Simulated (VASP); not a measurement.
Here is a VASP 6.6.1 calculation.

File INCAR:

```
SYSTEM = Mg
  ALGO = Normal
  EDIFF = 1E-6
  ENCUT = 520
  GGA = PS
  ISIF = 2
  ISMEAR = 0
  LASPH = .True.
  LCHARG = .True.
  LELF = .True.
  LREAL = .False.
  LVHAR = .True.
  LWAVE = .False.
  NBANDS = 9
  NELM = 80
  PREC = Accurate
  SIGMA = 0.15
```

The input KPOINTS:

```
k-points
0
Gamma
  18 18 10
  0 0 0
```

File POSCAR:

```
Mg
1.0
    3.2092715325      0.0000000000      0.0000000000
   -1.6046357662      2.7793106748      0.0000000000
    0.0000000000      0.0000000000      5.4187432000
Mg
2
Direct
    0.3333333333      0.6666666667      0.2500000000
    0.6666666667      0.3333333333      0.7500000000
```

Potentials or basis: VASP PAW PBE potentials, release 64 (Mg).

Run with:

```console
$ cat potpaw_PBE.64/Mg/POTCAR > POTCAR
$ mpirun -np 1 vasp_std > vasp.out
```

(1) Estimate the pressure.

(2) Predict the band gap on the k mesh.

Results:

(1) -2.3 GPa.

(2) zero (bands 2 and 3 overlap by 2.48 eV).

Caveat: the cell differs from its parent crystal (strain +0.000 along x and y, +0.040 along z); the PAW data sets were made with another functional, which shifts forces and pressure a little.
